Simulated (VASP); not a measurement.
# C (Cmmm) in VASP: a series of runs

Runs on C. Level: PBE+D3(BJ). Tasks: single point.

Program: VASP 6.6.1. These are calculated values, not measurements. Logs are shortened: lines on timing, memory, paths and dates and some standing lists are left out, and cuts for length are marked.

## (1) The cell of the first run

Symmetry: Cmmm, No. 65, orthorhombic system. The conventional cell has a = 2.506 Å, b = 4.340 Å, c = 3.632 Å, α = 90.00°, β = 90.00°, γ = 90.00°. Within 1.9 Å of C (site symmetry m2m) lie 3 C at 1.41 to 1.53 Å.

## (2) Single point, PBE+D3(BJ) (atoms displaced along a vibrational mode, the cell strained)

File INCAR:

```
PREC = Accurate
ENCUT = 520
EDIFF = 1E-7
ISMEAR = 0
SIGMA = 0.15
LREAL = False
LASPH = True
NELM = 60
ALGO = Normal
ISIF = 2
LWAVE = False
LCHARG = False
GGA = PE
IVDW = 12
NBANDS = 11
```

File KPOINTS:

```
Automatic mesh
0
Gamma
  21 21 12
```

File POSCAR:

```
C
1.0
    2.5058198767      0.0000000000      0.0000000000
   -1.2529099384      2.1701036705      0.0000000000
    0.0000000000      0.0000000000      3.6316216684
C
2
Direct
    0.3239632741      0.6479265481      0.0000000000
    0.6760367259      0.3520734519      0.0000000000
```

Potentials or basis: VASP PAW PBE potentials, release 64 (C).

Command:

```
$ cat potpaw_PBE.64/C/POTCAR > POTCAR
$ mpirun -np 1 vasp_std > vasp.out
```

OUTCAR:

```text
PREC = Accurate
   ENCUT = 520
   EDIFF = 1E-7
   ISMEAR = 0
   LREAL = False
   LASPH = True
   NELM = 60
   ISIF = 2
   GGA = PE
   IVDW = 12
 IVDW          = 12

 ion  position               nearest neighbor table
   1  0.324  0.648  0.000-   2 1.41   2 1.41   2 1.53
   2  0.676  0.352  0.000-   1 1.41   1 1.41   1 1.53

  LATTYP: Found a hexagonal cell.
 ALAT       =     2.5058198767
 C/A-ratio  =     1.4492748270

  Lattice vectors:

 A1 = (   2.5058198767,   0.0000000000,   0.0000000000)
 A2 = (  -1.2529099384,   2.1701036705,   0.0000000000)
 A3 = (   0.0000000000,   0.0000000000,   3.6316216684)

Analysis of symmetry for initial positions (statically):
=====================================================================
 Subroutine PRICEL returns:
 Original cell was already a primitive cell.

 Routine SETGRP: Setting up the symmetry group for a
 hexagonal supercell.

 Subroutine GETGRP returns: Found  8 space group operations
 (whereof  8 operations were pure point group operations)
 out of a pool of 24 trial point group operations.

The static configuration has the point symmetry D_2h.

Analysis of symmetry for dynamics (positions and initial velocities):
=====================================================================
 Subroutine PRICEL returns:
 Original cell was already a primitive cell.

 Routine SETGRP: Setting up the symmetry group for a
 hexagonal supercell.

 Subroutine GETGRP returns: Found  8 space group operations
 (whereof  8 operations were pure point group operations)
 out of a pool of 24 trial point group operations.

The dynamic configuration has the point symmetry D_2h.

 Subroutine INISYM returns: Found  8 space group operations
 (whereof  8 operations are pure point group operations),
 and found     1 'primitive' translations

----------------------------------------------------------------------------------------

                                     Primitive cell

  volume of cell :      19.7484

  direct lattice vectors                    reciprocal lattice vectors
     2.505819877  0.000000000  0.000000000     0.399070982  0.230403739  0.000000000
    -1.252909938  2.170103671  0.000000000     0.000000000  0.460807478  0.000000000
     0.000000000  0.000000000  3.631621668     0.000000000  0.000000000  0.275359080

  length of vectors
     2.505819877  2.505819877  3.631621668     0.460807478  0.460807478  0.275359080

  position of ions in fractional coordinates (direct lattice)
     0.323963274  0.647926548  0.000000000
     0.676036726  0.352073452  0.000000000

  ion indices of the primitive-cell ions
   primitive index   ion index
                 1           1
                 2           2

----------------------------------------------------------------------------------------

 KPOINTS: Automatic mesh

Automatic generation of k-mesh.
 Grid dimensions read from file:
 generate k-points for:   21   21   12

 Generating k-lattice:

  Cartesian coordinates                     Fractional coordinates (reciprocal lattice)
     0.019003380  0.010971607  0.000000000     0.047619048  0.000000000  0.000000000
     0.000000000  0.021943213  0.000000000     0.000000000  0.047619048  0.000000000
     0.000000000  0.000000000  0.022946590     0.000000000  0.000000000  0.083333333

  Length of vectors
     0.021943213  0.021943213  0.022946590

  Shift w.r.t. Gamma in fractional coordinates (k-lattice)
     0.000000000  0.000000000  0.000000000

 Subroutine IBZKPT returns following result:
 ===========================================

 Found    847 irreducible k-points:

 Following reciprocal coordinates:
            Coordinates               Weight
  0.000000  0.000000  0.000000      1.000000
  0.047619  0.000000  0.000000      4.000000
  0.000000  0.047619  0.000000      2.000000
  0.095238  0.000000  0.000000      4.000000
  0.000000  0.095238  0.000000      2.000000
  0.142857  0.000000  0.000000      4.000000
[... 16 lines left out ...]
 -0.095238  0.047619  0.000000      2.000000
  0.095238  0.047619  0.000000      4.000000
 [... further k-points ...]
   k-points           NKPTS =    847   k-points in BZ     NKDIM =    847   number of bands    NBANDS=     11
   number of dos      NEDOS =    301   number of ions     NIONS =      2
   total plane-waves  NPLWV =  11200
   dimension x,y,z NGX =    20 NGY =   20 NGZ =   28
   dimension x,y,z NGXF=    40 NGYF=   40 NGZF=   56
   ions per type =               2
   NGX,Y,Z   is equivalent  to a cutoff of  13.27, 13.27, 12.82 a.u.
   NGXF,Y,Z  is equivalent  to a cutoff of  26.54, 26.54, 25.64 a.u.
 SYSTEM =  unknown system
   PREC   = accura    normal or accurate (medium, high low for compatibility)
   ISTART =      0    job   : 0-new  1-cont  2-samecut
   ICHARG =      2    charge: 1-file 2-atom 10-const
   ISPIN  =      1    spin polarized calculation?
   LNONCOLLINEAR =      F non collinear calculations
   LSORBIT =      F    spin-orbit coupling
   LASPH  =      T    aspherical Exc in radial PAW
   ENCUT  =  520.0 eV  38.22 Ry    6.18 a.u.   4.66  4.66  6.75*2*pi/ulx,y,z
   NELM   =     60;   NELMIN=  2; NELMDL= -5     # of ELM steps
   EDIFF  = 0.1E-06   stopping-criterion for ELM
   LREAL  =      F    real-space projection
   EDIFFG = 0.1E-05   stopping-criterion for IOM
   NSW    =      0    number of steps for IOM
   IBRION =     -1    ionic relax: 0-MD 1-quasi-New 2-CG
   NFREE  =      0    steps in history (QN), initial steepest desc. (CG)
   ISIF   =      2    stress and relaxation
   ISYM   =      2    0-nonsym 1-usesym 2-fastsym
   POTIM  = 0.5000    time-step for ionic-motion
   TEBEG  =    0.0;   TEEND  =   0.0 temperature during run
   PSTRESS=    0.0 pullay stress
   NELECT =       8.0000    total number of electrons
   NUPDOWN=      -1.0000    fix difference up-down
   EMIN   =  10.00;   EMAX   =-10.00  energy-range for DOS
   EFERMI =   0.00;   METHOD = LEGACY
   ISMEAR =     0;   SIGMA  =   0.15  broadening in eV -4-tet -1-fermi 0-gaus
   EFERMI_NEDOS =   21; number of points for ismear=-14 and -15
   IALGO  =     38    algorithm
   IMIX   =      4    mixing-type and parameters
     AMIX     =   0.40;   BMIX     =  1.00
     AMIX_MAG =   1.60;   BMIX_MAG =  1.00
  volume/ion in A,a.u.               =       9.87        66.63
  Fermi-wavevector in a.u.,A,eV,Ry     =   1.211326  2.289075 19.963987  1.467312
  Thomas-Fermi vector in A             =   2.346845
   LORBIT       =      0    0 simple, 1 ext, 2 COOP (PROOUT), +10 PAW based schemes
   GGA     = PE    functional components
   LHFCALC =     F    Hartree Fock is set to
   AEXX    =    0.0000 exact exchange contribution
   IVDW    =    12    specifies the selected vdW correction
   LEPSILON=     F    determine dielectric tensor
   LRPA    =     F    only Hartree local field effects (RPA)
 non-spin polarized calculation
 Gauss-broadening in eV      SIGMA  =   0.15
  energy-cutoff  :      520.00
  volume of cell :       19.75
 maximum number of plane-waves:       553
   NGX =  9   NGY =  9   NGZ = 13

 number of electron       7.9999998 magnetization

 Free energy of the ion-electron system (eV)
  ---------------------------------------------------
  ext. energy  EPLUGINS =         0.00000000
  ---------------------------------------------------
  free energy    TOTEN  =       -18.25385172 eV

  energy without entropy =      -18.25327533  energy(sigma->0) =      -18.25356352

 E-fermi :   3.7144     XC(G=0):  -9.6704

 val. band max:        3.6972521669   @ k =   0.3810   0.3333   0.4167
 cond. band min:       3.7284092435   @ k =   0.3810   0.3333   0.0833
 fundamental gap:      0.0311570766
 Fermi energy:         3.7143918072

 k-point     1 :       0.0000    0.0000    0.0000
  band No.  band energies     occupation
      1     -15.4770      2.00000
      2      -2.8726      2.00000
      3      -0.4563      2.00000
      4       1.9148      2.00000
      5       7.6620      0.00000
      6      10.1809      0.00000
      7      13.2816      0.00000
      8      14.7653      0.00000
      9      15.1214      0.00000
     10      25.3014      0.00000
     11      26.4584      0.00000

 k-point     2 :       0.0476    0.0000    0.0000
  band No.  band energies     occupation
      1     -15.4250      2.00000
      2      -2.8119      2.00000
      3      -0.6199      2.00000
      4       1.7488      2.00000
      5       7.7265      0.00000
      6      10.3360      0.00000
      7      13.3582      0.00000
      8      14.5869      0.00000
      9      15.2326      0.00000
     10      25.4678      0.00000
     11      26.4145      0.00000

 k-point     3 :       0.0000    0.0476    0.0000
  band No.  band energies     occupation
      1     -15.4243      2.00000
      2      -2.8149      2.00000
      3      -0.5377      2.00000
      4       1.6359      2.00000
      5       7.7234      0.00000
      6      10.3083      0.00000
      7      13.4746      0.00000
      8      14.6180      0.00000
      9      15.1868      0.00000
     10      25.4533      0.00000
     11      26.3421      0.00000

 k-point     4 :       0.0952    0.0000    0.0000
  band No.  band energies     occupation
      1     -15.2693      2.00000
      2      -2.6301      2.00000
      3      -1.0894      2.00000
      4       1.3053      2.00000
      5       7.9207      0.00000
      6      10.7069      0.00000
      7      13.6005      0.00000
      8      14.0738      0.00000
      9      15.5861      0.00000
     10      25.9194      0.00000
     11      26.2310      0.00000

 k-point     5 :       0.0000    0.0952    0.0000
  band No.  band energies     occupation
      1     -15.2666      2.00000
      2      -2.6427      2.00000
      3      -0.7653      2.00000
      4       0.8820      2.00000
      5       7.9120      0.00000
      6      10.5865      0.00000
      7      14.0350      0.00000
      8      14.1894      0.00000
      9      15.4150      0.00000
     10      25.8515      0.00000
     11      25.9667      0.00000
[... 211 lines left out ...]
 k-point    21 :       0.0000    0.4762    0.0000
  band No.  band energies     occupation
      1     -10.8355      2.00000
      2      -8.4360      2.00000
      3      -3.1061      2.00000
      4       1.3399      2.00000
      5       7.0652      0.00000
      6      10.3188      0.00000
      7      14.0466      0.00000
      8      15.4560      0.00000
      9      21.1042      0.00000
     10      23.0636      0.00000
     11      23.7380      0.00000

 k-point    22 :       0.0476    0.0476    0.0000
  band No.  band energies     occupation
      1     -15.3198      2.00000
      2      -2.6968      2.00000
      3      -0.7835      2.00000
      4       1.2396      2.00000
      5       7.8508      0.00000
      6      10.5424      0.00000
      7      13.7172      0.00000
      8      14.3002      0.00000
      9      15.3968      0.00000
     10      25.7471      0.00000
     11      26.1493      0.00000

 k-point    23 :      -0.0952    0.0476    0.0000
  band No.  band energies     occupation
      1     -15.3219      2.00000
      2      -2.6876      2.00000
      3      -0.9977      2.00000
      4       1.5287      2.00000
      5       7.8590      0.00000
      6      10.6460      0.00000
      7      13.3991      0.00000
      8      14.2127      0.00000
      9      15.5021      0.00000
     10      25.7890      0.00000
     11      26.3806      0.00000

 k-point    24 :       0.0952    0.0476    0.0000
  band No.  band energies     occupation
      1     -15.1120      2.00000
      2      -2.4585      2.00000
      3      -1.3445      2.00000
      4       0.6763      2.00000
      5       8.1091      0.00000
      6      10.9039      0.00000
      7      13.6704      0.00000
      8      14.0395      0.00000
      9      15.9355      0.00000
     10      25.7359      0.00000
     11      26.2507      0.00000

 [... further k-points ...]

------------------------ aborting loop because EDIFF is reached ----------------------------------------

 Edisp (eV)   -0.28123

 E8    (eV) :    -0.0789

  FORCE on cell =-STRESS in cart. coord.  units (eV):
  Direction    XX          YY          ZZ          XY          YZ          ZX
  --------------------------------------------------------------------------------------
  -------------------------------------------------------------------------------------
  Total      -1.23354    -2.32645    -0.04757     0.00000     0.00000     0.00000
  in kB    -100.07663  -188.74443    -3.85940     0.00000     0.00000     0.00000
  external pressure =      -97.56 kB  Pullay stress =        0.00 kB

 VOLUME and BASIS-vectors are now :
 -----------------------------------------------------------------------------
  energy-cutoff  :      520.00
  volume of cell :       19.75
      direct lattice vectors                 reciprocal lattice vectors
     2.505819877  0.000000000  0.000000000     0.399070982  0.230403739  0.000000000
    -1.252909938  2.170103671  0.000000000     0.000000000  0.460807478  0.000000000
     0.000000000  0.000000000  3.631621668     0.000000000  0.000000000  0.275359080

 POSITION                                       TOTAL-FORCE (eV/Angst)
 -----------------------------------------------------------------------------------
      0.00000      1.40607      0.00000        -0.000000      3.491872      0.000000
      1.25291      0.76404      0.00000         0.000000     -3.491872     -0.000000
 -----------------------------------------------------------------------------------
    total drift:                               -0.000000      0.000000     -0.000000

  FREE ENERGIE OF THE ION-ELECTRON SYSTEM (eV)
  ---------------------------------------------------
  free  energy   TOTEN  =       -18.5350854382 eV

  energy  without entropy=      -18.5345090461  energy(sigma->0) =      -18.53479724
```

Wall time 2.2 min (1 thread of AMD EPYC 7R43 (Zen 3), shared host); peak memory 0.22 GiB.

Results:

| Property | Result |
| --- | --- |
| Free energy | -18.5351 eV |
| Pressure | -9.8 GPa |
| Largest force | 3.492 eV/Å |
| Band gap on the k mesh | zero (bands 4 and 5 overlap by 0.15 eV) |
| Dispersion energy per atom | -0.141 eV |

Forces on the atoms (eV/Å):
```
C    0.000  3.492  0.000
C    0.000 -3.492  0.000
```

Levels at points of the mesh, in eV from the Fermi level:
| k point | band 1 | band 2 | band 3 | band 4 | band 5 | band 6 | band 7 | band 8 |
| --- | --- | --- | --- | --- | --- | --- | --- | --- |
| (0.00, 0.00, 0.00) | -19.19 | -6.59 | -4.17 | -1.80 | 3.95 | 6.47 | 9.57 | 11.05 |
| (0.00, 0.00, 0.50) | -19.03 | -7.91 | -4.16 | -1.78 | 6.51 | 9.02 | 9.63 | 10.82 |

Caveat: the cell differs from its parent crystal (atoms displaced along a vibrational mode, the cell strained); the cell stands under tension; forces of over 1 eV/Å act on the atoms, so gaps and moduli don't describe the material at rest.

[end of part 1 of 2]
